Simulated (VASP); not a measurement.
# Sb (R-3m) in VASP: single point with PBE

Aim: the single point of Sb with PBE.

Program: VASP 6.6.1. These are calculated values, not measurements. Logs are shortened: lines on timing, memory, paths and dates and some standing lists are left out, and cuts for length are marked.

### 1 The cell of the first run

It takes space group R-3m (No. 166, trigonal). Conventional cell: a = 4.376 Å, b = 4.376 Å, c = 11.518 Å, α = 90.00°, β = 90.00°, γ = 120.00°. Within 3.9 Å of Sb (site symmetry 3m) lie 6 Sb at 2.95 to 3.43 Å.

### 2 Single point, PBE

INCAR

```
SYSTEM = Sb
  PREC = Accurate
  ENCUT = 520
  EDIFF = 1E-7
  ISMEAR = 0
  SIGMA = 0.05
  LREAL = .False.
  LASPH = .True.
  NELM = 100
  ALGO = Normal
  ISIF = 2
  LWAVE = .False.
  LCHARG = .True.
  GGA = PE
  LELF = .True.
  LVHAR = .True.
  NBANDS = 12
```

KPOINTS

```
regular mesh
0
Gamma
  12 12 12
  0 0 0
```

POSCAR

```
Sb
1.0
    2.1882108619      1.2633641302      3.8393205373
   -2.1882108619      1.2633641302      3.8393205373
    0.0000000000     -2.5267282603      3.8393205373
Sb
2
Direct
    0.2327863852      0.2327863852      0.2327863852
    0.7672136148      0.7672136148      0.7672136148
```

Potentials or basis: VASP PAW PBE potentials, release 64 (Sb).

Command:

```sh
$ cat potpaw_PBE.64/Sb/POTCAR > POTCAR
$ mpirun -np 1 vasp_std > vasp.out
```

OUTCAR:

```text
SYSTEM = Sb
   PREC = Accurate
   ENCUT = 520
   EDIFF = 1E-7
   ISMEAR = 0
   LREAL = .False.
   LASPH = .True.
   NELM = 100
   ISIF = 2
   GGA = PE

 ion  position               nearest neighbor table
   1  0.233  0.233  0.233-   2 2.95   2 2.95   2 2.95   2 3.43   2 3.43   2 3.43
   2  0.767  0.767  0.767-   1 2.95   1 2.95   1 2.95   1 3.43   1 3.43   1 3.43

  LATTYP: Found a trigonal (rhomboedric) cell.
 ALAT       =     4.5961655638
 COS(alpha) =     0.5466673432

  Lattice vectors:

 A1 = (   2.1882108619,   1.2633641302,   3.8393205373)
 A2 = (  -2.1882108619,   1.2633641302,   3.8393205373)
 A3 = (   0.0000000000,  -2.5267282603,   3.8393205373)

Analysis of symmetry for initial positions (statically):
=====================================================================
 Subroutine PRICEL returns:
 Original cell was already a primitive cell.

 Routine SETGRP: Setting up the symmetry group for a
 trigonal (rhombohedral) supercell.

 Subroutine GETGRP returns: Found 12 space group operations
 (whereof 12 operations were pure point group operations)
 out of a pool of 12 trial point group operations.

The static configuration has the point symmetry D_3d.

Analysis of symmetry for dynamics (positions and initial velocities):
=====================================================================
 Subroutine PRICEL returns:
 Original cell was already a primitive cell.

 Routine SETGRP: Setting up the symmetry group for a
 trigonal (rhombohedral) supercell.

 Subroutine GETGRP returns: Found 12 space group operations
 (whereof 12 operations were pure point group operations)
 out of a pool of 12 trial point group operations.

The dynamic configuration has the point symmetry D_3d.

 Subroutine INISYM returns: Found 12 space group operations
 (whereof 12 operations are pure point group operations),
 and found     1 'primitive' translations

----------------------------------------------------------------------------------------

                                     Primitive cell

  volume of cell :      63.6830

  direct lattice vectors                    reciprocal lattice vectors
     2.188210862  1.263364130  3.839320537     0.228497175  0.131922905  0.086820918
    -2.188210862  1.263364130  3.839320537    -0.228497175  0.131922905  0.086820918
     0.000000000 -2.526728260  3.839320537     0.000000000 -0.263845811  0.086820918

  length of vectors
     4.596165564  4.596165564  4.596165564     0.277763359  0.277763359  0.277763359

  position of ions in fractional coordinates (direct lattice)
[... 91 lines left out ...]
   NUPDOWN=      -1.0000    fix difference up-down
   EMIN   =  10.00;   EMAX   =-10.00  energy-range for DOS
   EFERMI =   0.00;   METHOD = LEGACY
   ISMEAR =     0;   SIGMA  =   0.05  broadening in eV -4-tet -1-fermi 0-gaus
   EFERMI_NEDOS =   21; number of points for ismear=-14 and -15
   IALGO  =     38    algorithm
   IMIX   =      4    mixing-type and parameters
     AMIX     =   0.40;   BMIX     =  1.00
     AMIX_MAG =   1.60;   BMIX_MAG =  1.00
  volume/ion in A,a.u.               =      31.84       214.88
  Fermi-wavevector in a.u.,A,eV,Ry     =   0.883216  1.669037 10.613510  0.780071
  Thomas-Fermi vector in A             =   2.003952
   LORBIT       =      0    0 simple, 1 ext, 2 COOP (PROOUT), +10 PAW based schemes
   GGA     = PE    functional components
   LHFCALC =     F    Hartree Fock is set to
   AEXX    =    0.0000 exact exchange contribution
   IVDW    =     0    specifies the selected vdW correction
   LEPSILON=     F    determine dielectric tensor
   LRPA    =     F    only Hartree local field effects (RPA)
 non-spin polarized calculation
 Gauss-broadening in eV      SIGMA  =   0.05
  energy-cutoff  :      520.00
  volume of cell :       63.68
 maximum number of plane-waves:      1738
 NGX is ok and might be reduce to    36
   NGX = 17   NGY = 17   NGZ = 17

 number of electron      10.0000000 magnetization

 Free energy of the ion-electron system (eV)
  ---------------------------------------------------
  ext. energy  EPLUGINS =         0.00000000
  ---------------------------------------------------
  free energy    TOTEN  =        -8.27516140 eV

  energy without entropy =       -8.27498364  energy(sigma->0) =       -8.27507252

 E-fermi :   6.5873     XC(G=0):  -9.3007

 val. band max:        6.5203616841   @ k =   0.4167   0.0833   0.0833
 cond. band min:       6.6010325676   @ k =   0.3333   0.1667   0.1667
 fundamental gap:      0.0806708835
 Fermi energy:         6.5873254929

 k-point     1 :       0.0000    0.0000    0.0000
  band No.  band energies     occupation
      1      -5.6985      2.00000
      2       1.5805      2.00000
      3       4.6960      2.00000
      4       4.9398      2.00000
      5       4.9398      2.00000
      6       8.6033      0.00000
      7       9.2261      0.00000
      8       9.2261      0.00000
      9      11.8100      0.00000
     10      11.8100      0.00000
     11      11.9490      0.00000
     12      13.3495      0.00000
[... 331 lines left out ...]
 k-point    24 :      -0.4167    0.1667   -0.0000
  band No.  band energies     occupation
      1      -3.3401      2.00000
      2      -2.6217      2.00000
      3       3.1063      2.00000
      4       4.4769      2.00000
      5       5.0344      2.00000
      6       7.5933      0.00000
      7       7.8333      0.00000
      8       9.5879      0.00000
      9      13.0989      0.00000
     10      13.6487      0.00000
     11      14.2591      0.00000
     12      16.4063      0.00000

 [... further k-points ...]

------------------------ aborting loop because EDIFF is reached ----------------------------------------

  FORCE on cell =-STRESS in cart. coord.  units (eV):
  Direction    XX          YY          ZZ          XY          YZ          ZX
  --------------------------------------------------------------------------------------
  -------------------------------------------------------------------------------------
  Total        0.0214373      0.0214373      0.0089227      0.0000000      0.0000000      0.0000000
  in kB        0.5393346      0.5393346      0.2244821      0.0000000      0.0000000      0.0000000
  external PRESSURE =       0.4343837 kB  Pullay stress =       0.0000000 kB

 VOLUME and BASIS-vectors are now :
 -----------------------------------------------------------------------------
  energy-cutoff  :      520.00
  volume of cell :       63.68
      direct lattice vectors                 reciprocal lattice vectors
     2.188210862  1.263364130  3.839320537     0.228497175  0.131922905  0.086820918
    -2.188210862  1.263364130  3.839320537    -0.228497175  0.131922905  0.086820918
     0.000000000 -2.526728260  3.839320537     0.000000000 -0.263845811  0.086820918

 POSITION                                       TOTAL-FORCE (eV/Angst)
 -----------------------------------------------------------------------------------
      0.00000      0.00000      2.68122         0.000000      0.000000      0.035351
      0.00000      0.00000      8.83674         0.000000     -0.000000     -0.035351
 -----------------------------------------------------------------------------------
    total drift:                               -0.000000     -0.000000      0.000000

  FREE ENERGIE OF THE ION-ELECTRON SYSTEM (eV)
  ---------------------------------------------------
  free  energy   TOTEN  =        -8.2751613984 eV

  energy  without entropy=       -8.2749836425  energy(sigma->0) =       -8.27507252
```

OSZICAR:

```text
N       E                     dE             d eps       ncg     rms          rms(c)
DAV:   1     0.349531353984E+02    0.34953E+02   -0.35507E+03  4536   0.653E+02
DAV:   2    -0.629792355990E+01   -0.41251E+02   -0.39714E+02  6040   0.107E+02
DAV:   3    -0.825827497501E+01   -0.19604E+01   -0.19464E+01  5660   0.257E+01
DAV:   4    -0.827533638509E+01   -0.17061E-01   -0.17059E-01  5192   0.290E+00
DAV:   5    -0.827556024762E+01   -0.22386E-03   -0.22386E-03  5580   0.362E-01    0.280E+00
DAV:   6    -0.827515122627E+01    0.40902E-03   -0.26293E-03  5320   0.339E-01    0.169E+00
DAV:   7    -0.827500881463E+01    0.14241E-03   -0.62444E-03  5356   0.516E-01    0.845E-02
DAV:   8    -0.827512768623E+01   -0.11887E-03   -0.22560E-04  5592   0.887E-02    0.269E-02
DAV:   9    -0.827516083539E+01   -0.33149E-04   -0.48930E-05  5304   0.419E-02    0.534E-03
DAV:  10    -0.827516136740E+01   -0.53201E-06   -0.58310E-06  5436   0.127E-02    0.169E-03
DAV:  11    -0.827516139838E+01   -0.30981E-07   -0.51042E-07  5404   0.466E-03
   1 F= -.82751614E+01 E0= -.82750725E+01  d E =-.177756E-03
```

Wall time 83 s (1 thread of Intel Xeon Platinum 8488C (Sapphire Rapids), shared host); peak memory 0.28 GiB.

Results:

- Free energy: -8.2752 eV
- Pressure: 0.0 GPa
- Largest force: 0.035 eV/Å
- Band gap on the k mesh: zero (band 5 reaches 6.60 eV, above the bottom of band 6 at 6.41 eV)

Forces on the atoms (eV/Å):
```
Sb   0.000  0.000  0.035
Sb   0.000  0.000 -0.035
```

Levels at points of the mesh, in eV from the Fermi level:
```tsv
k point	band 1	band 2	band 3	band 4	band 5	band 6	band 7	band 8	band 9	band 10
(0.00, 0.00, 0.00)	-12.29	-5.01	-1.89	-1.65	-1.65	2.02	2.64	2.64	5.22	5.22
(0.50, 0.00, 0.00)	-10.08	-9.34	-1.83	-1.72	-0.21	-0.18	0.28	0.67	7.50	8.07
(0.50, 0.50, 0.00)	-10.10	-7.91	-5.06	-3.46	-3.38	1.70	4.72	5.37	6.53	8.62
(0.50, 0.50, 0.50)	-10.91	-8.65	-1.20	-1.20	-0.51	0.29	0.29	1.14	6.88	8.58
```

Caveat: spin-orbit coupling is left out, which moves the levels of the heavy elements.
